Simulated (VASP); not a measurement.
# TiO2 (I4_1/amd) in VASP: notebook, part 2 of 2

VASP 6.6.1. Earlier steps stand in the parts before.

### Step 4. Single point, PBEsol

This run uses another cell than the first one, of 11.05 Å³/atom.

Input file INCAR:

```
SYSTEM = TiO2
PREC     = Accurate       ! precision mode
ENCUT    = 520            ! plane-wave cutoff, eV
EDIFF    = 1E-7           ! SCF threshold, eV
ISMEAR   = 0              ! smearing method
SIGMA    = 0.01           ! smearing width, eV
LREAL    = .False.        ! projectors in reciprocal space
LASPH    = .True.         ! aspherical terms in the spheres
NELM     = 100            ! most SCF steps
ALGO     = Normal         ! electronic algorithm
ISIF     = 2              ! what is computed and relaxed
LWAVE    = .False.        ! write WAVECAR
LCHARG   = .False.        ! write CHGCAR
GGA      = PS             ! functional
NBANDS   = 33             ! bands
```

Input file KPOINTS:

```
regular mesh
0
Gamma
  8 8 8
  0 0 0
```

Input file POSCAR:

```
TiO2
1.0
   -1.8751295791      1.8751295791      4.7146313338
    1.8751295791     -1.8751295791      4.7146313338
    1.8751295791      1.8751295791     -4.7146313338
Ti O
2 4
Direct
    0.0000000000      0.0000000000      0.0000000000
    0.7500000000      0.2500000000      0.5000000000
    0.2081000000      0.2081000000      0.0000000000
    0.9581000000      0.4581000000      0.5000000000
    0.5419000000      0.0419000000      0.5000000000
    0.7919000000      0.7919000000      0.0000000000
```

Started as:

```console
$ cat potpaw_PBE.64/Ti_sv/POTCAR potpaw_PBE.64/O/POTCAR > POTCAR
$ mpirun -np 1 vasp_std > vasp.out
```

It took 2.5 min on 1 thread of Intel Xeon Platinum 8488C (Sapphire Rapids), shared host; peak memory 0.29 GiB.

Results (log left out):

| Item | Value |
| --- | --- |
| Free energy | -56.1840 eV |
| Pressure | 5.9 GPa |
| Largest force | 0.179 eV/Å |
| Band gap on the k mesh | 2.15 eV (least direct gap 2.45 eV) |

Forces on the atoms (eV/Å):
```
Ti   0.000  0.000  0.000
Ti   0.000  0.000  0.000
O    0.000  0.000  0.179
O    0.000  0.000  0.179
O    0.000  0.000 -0.179
O    0.000  0.000 -0.179
```

Stress tensor (GPa, compression positive):
```
5.45 0.00 0.00
0.00 5.45 0.00
0.00 0.00 6.85
```

Levels at points of the mesh, in eV from the valence-band top:
```tsv
k point	band 20	band 21	band 22	band 23	band 24	band 25	band 26	band 27	band 28	band 29
(0.00, 0.00, 0.00)	-0.73	-0.70	-0.70	-0.46	-0.46	2.15	2.96	4.16	4.16	4.19
(0.50, 0.00, 0.00)	-2.03	-2.00	-0.98	-0.76	-0.60	3.36	3.70	3.72	3.83	4.48
(0.50, 0.50, 0.00)	-2.71	-2.11	-2.11	0.00	0.00	3.49	3.49	4.00	4.00	5.12
(0.50, 0.50, 0.50)	-1.34	-1.23	-1.23	-0.07	-0.07	2.54	2.54	3.94	3.94	4.43
```

Caveat: the cell stands under pressure; the PAW data sets were made with another functional, which shifts forces and pressure a little.

### Step 5. Single point, PBEsol

This run uses another cell than the first one, of 11.35 Å³/atom.

Input file INCAR:

```
SYSTEM = TiO2
ALGO     = Normal         ! electronic algorithm
EDIFF    = 1E-6           ! SCF threshold, eV
ENCUT    = 520            ! plane-wave cutoff, eV
GGA      = PS             ! functional
ISIF     = 2              ! what is computed and relaxed
ISMEAR   = 0              ! smearing method
LASPH    = .True.         ! aspherical terms in the spheres
LCHARG   = .False.        ! write CHGCAR
LREAL    = .False.        ! projectors in reciprocal space
LWAVE    = .False.        ! write WAVECAR
NBANDS   = 33             ! bands
NELM     = 60             ! most SCF steps
PREC     = Accurate       ! precision mode
SIGMA    = 0.01           ! smearing width, eV
```

Input file KPOINTS:

```
k-points
0
Gamma
  8 8 8
  0 0 0
```

Changes to POSCAR since step 4:

```diff
@@ -2,5 +2,5 @@
 1.0
-   -1.8751295791      1.8751295791      4.7146313338
-    1.8751295791     -1.8751295791      4.7146313338
-    1.8751295791      1.8751295791     -4.7146313338
+   -1.8921000000      1.8921000000      4.7573000000
+    1.8921000000     -1.8921000000      4.7573000000
+    1.8921000000      1.8921000000     -4.7573000000
 Ti O
```

Started as:

```console
$ cat potpaw_PBE.64/Ti_sv/POTCAR potpaw_PBE.64/O/POTCAR > POTCAR
$ mpirun -np 1 vasp_std > vasp.out
```

Wall time 2.9 min (1 thread of Intel Xeon Platinum 8488C (Sapphire Rapids), shared host); peak memory 0.3 GiB.

Results (log left out):

- Free energy: -56.2173 eV
- Pressure: -0.4 GPa
- Largest force: 0.012 eV/Å
- Band gap on the k mesh: 2.09 eV (least direct gap 2.40 eV)

Forces on the atoms (eV/Å):
```
Ti   0.000  0.000  0.000
Ti   0.000  0.000  0.000
O    0.000  0.000  0.012
O    0.000  0.000  0.012
O    0.000  0.000 -0.012
O    0.000  0.000 -0.012
```

Stress tensor (GPa, compression positive):
```
-0.68  0.00  0.00
 0.00 -0.68  0.00
 0.00  0.00  0.31
```

Levels at points of the mesh, in eV from the valence-band top:
| k point | band 20 | band 21 | band 22 | band 23 | band 24 | band 25 | band 26 | band 27 | band 28 | band 29 |
| --- | --- | --- | --- | --- | --- | --- | --- | --- | --- | --- |
| (0.00, 0.00, 0.00) | -0.73 | -0.73 | -0.73 | -0.44 | -0.44 | 2.09 | 2.86 | 4.01 | 4.01 | 4.04 |
| (0.50, 0.00, 0.00) | -1.96 | -1.96 | -0.93 | -0.81 | -0.60 | 3.24 | 3.56 | 3.58 | 3.69 | 4.32 |
| (0.50, 0.50, 0.00) | -2.64 | -2.06 | -2.06 | 0.00 | 0.00 | 3.36 | 3.36 | 3.85 | 3.85 | 4.93 |
| (0.50, 0.50, 0.50) | -1.33 | -1.24 | -1.24 | -0.08 | -0.08 | 2.46 | 2.46 | 3.79 | 3.79 | 4.27 |

Caveat: the PAW data sets were made with another functional, which shifts forces and pressure a little. A hybrid or GW would open this gap; PBEsol tends to underestimate it.

### Step 6. Single point, PBEsol

This run uses another cell than the first one, of 11.66 Å³/atom.

Input file INCAR:

```
SYSTEM = TiO2
PREC = Accurate
ENCUT = 520
EDIFF = 1E-6
ISMEAR = 0
SIGMA = 0.01
LREAL = .FALSE.
LASPH = .TRUE.
NELM = 80
ALGO = Normal
ISIF = 2
LWAVE = .FALSE.
LCHARG = .FALSE.
GGA = PS
NBANDS = 33
```

Input file KPOINTS:

```
regular mesh
0
G
  8 8 8
  0 0 0
```

Changes to POSCAR since step 5:

```diff
@@ -2,5 +2,5 @@
 1.0
-   -1.8921000000      1.8921000000      4.7573000000
-    1.8921000000     -1.8921000000      4.7573000000
-    1.8921000000      1.8921000000     -4.7573000000
+   -1.9087713436      1.9087713436      4.7992166973
+    1.9087713436     -1.9087713436      4.7992166973
+    1.9087713436      1.9087713436     -4.7992166973
 Ti O
```

Potentials or basis: VASP PAW PBE potentials, release 64 (Ti_sv, O).

Started as:

```console
$ cat potpaw_PBE.64/Ti_sv/POTCAR potpaw_PBE.64/O/POTCAR > POTCAR
$ mpirun -np 1 vasp_std > vasp.out
```

It took 3.1 min on 1 thread of Intel Xeon Platinum 8488C (Sapphire Rapids), shared host; peak memory 0.31 GiB.

The run converged. Its results:

* Free energy: -56.1840 eV
* Pressure: -5.8 GPa
* Largest force: 0.139 eV/Å
* Band gap on the k mesh: 2.03 eV (least direct gap 2.34 eV)

Forces on the atoms (eV/Å):
```
Ti   0.000  0.000  0.000
Ti   0.000  0.000  0.000
O    0.000  0.000 -0.139
O    0.000  0.000 -0.139
O    0.000  0.000  0.139
O    0.000  0.000  0.139
```

Stress tensor (GPa, compression positive):
```
-6.03  0.00  0.00
 0.00 -6.03  0.00
 0.00  0.00 -5.38
```

Levels at points of the mesh, in eV from the valence-band top:
```
           k point  band 22  band 23  band 24  band 25  band 26  band 27
(0.00, 0.00, 0.00)    -0.73    -0.42    -0.42     2.03     2.76     3.86
(0.50, 0.00, 0.00)    -0.89    -0.84    -0.61     3.13     3.43     3.45
(0.50, 0.50, 0.00)    -2.01    -0.01    -0.01     3.23     3.23     3.70
(0.50, 0.50, 0.50)    -1.24    -0.10    -0.10     2.38     2.38     3.65
```

Caveat: the cell stands under tension; the PAW data sets were made with another functional, which shifts forces and pressure a little.

### Step 7. Single point, PBEsol

This run uses another cell than the first one, of 11.96 Å³/atom.

Input file INCAR:

```
SYSTEM = TiO2
  PREC = Accurate
  ENCUT = 520
  EDIFF = 1E-6
  ISMEAR = 0
  SIGMA = 0.01
  LREAL = .False.
  LASPH = .True.
  NELM = 100
  ALGO = Normal
  ISIF = 2
  LWAVE = .False.
  LCHARG = .False.
  GGA = PS
  NBANDS = 33
```

Input file KPOINTS:

```
regular mesh
0
Gamma
  8 8 8
  0 0 0
```

Changes to POSCAR since step 6:

```diff
@@ -2,5 +2,5 @@
 1.0
-   -1.9087713436      1.9087713436      4.7992166973
-    1.9087713436     -1.9087713436      4.7992166973
-    1.9087713436      1.9087713436     -4.7992166973
+   -1.9251564484      1.9251564484      4.8404137054
+    1.9251564484     -1.9251564484      4.8404137054
+    1.9251564484      1.9251564484     -4.8404137054
 Ti O
```

Started as:

```console
$ cat potpaw_PBE.64/Ti_sv/POTCAR potpaw_PBE.64/O/POTCAR > POTCAR
$ mpirun -np 1 vasp_std > vasp.out
```

Run time: 3.1 min. Hardware: 1 thread of Intel Xeon Platinum 8488C (Sapphire Rapids), shared host; peak memory 0.3 GiB.

It converged, with:

```yaml
Free_energy: -56.0930 eV
Pressure: -10.6 GPa
Largest_force: 0.277 eV/Å
Band_gap_on_the_k_mesh: 1.98 eV (least direct gap 2.28 eV)
```

Forces in eV/Å, atoms in the order of the input:
```
Ti   0.000  0.000  0.000
Ti   0.000  0.000  0.000
O    0.000  0.000 -0.277
O    0.000  0.000 -0.277
O    0.000  0.000  0.277
O    0.000  0.000  0.277
```

Stress tensor (GPa, compression positive):
```
-10.70   0.00   0.00
  0.00 -10.70   0.00
  0.00   0.00 -10.37
```

Levels at points of the mesh, in eV from the valence-band top:
| k point | band 22 | band 23 | band 24 | band 25 | band 26 | band 27 |
| --- | --- | --- | --- | --- | --- | --- |
| (0.00, 0.00, 0.00) | -0.73 | -0.40 | -0.40 | 1.98 | 2.66 | 3.72 |
| (0.50, 0.00, 0.00) | -0.87 | -0.86 | -0.61 | 3.02 | 3.31 | 3.33 |
| (0.50, 0.50, 0.00) | -1.97 | -0.01 | -0.01 | 3.12 | 3.12 | 3.57 |
| (0.50, 0.50, 0.50) | -1.24 | -0.11 | -0.11 | 2.31 | 2.31 | 3.51 |

Caveat: the cell stands under tension; the PAW data sets were made with another functional, which shifts forces and pressure a little. A k mesh can miss the band edges.

### Step 8. Overview

```tsv
cell	gap on the mesh (eV)	pressure (GPa)	largest force (eV/Å)
a = 5.309 Å, angles 139.4, 139.4, 58.7°, 6 atoms	2.27	21.4	0.57
a = 5.359 Å, angles 139.4, 139.4, 58.7°, 6 atoms	2.21	13.1	0.36
a = 5.409 Å, angles 139.4, 139.4, 58.7°, 6 atoms	2.15	5.9	0.18
a = 5.458 Å, angles 139.4, 139.4, 58.7°, 6 atoms	2.09	-0.4	0.01
a = 5.506 Å, angles 139.4, 139.4, 58.7°, 6 atoms	2.03	-5.8	0.14
a = 5.554 Å, angles 139.4, 139.4, 58.7°, 6 atoms	1.98	-10.6	0.28
```

Alike in all rows: task single point; level PBEsol; potentials or basis VASP PAW PBE potentials, release 64 (Ti_sv, O); no spin polarisation; k mesh 8 × 8 × 8; cutoff (eV) 520; smearing gaussian 0.01 eV.

Caveats: the PAW data sets were made with another functional, which shifts forces and pressure a little; the cell stands under pressure (at least some runs); the cell stands under tension (at least some runs).

Absolute energies hang on the potentials; compare differences alone.
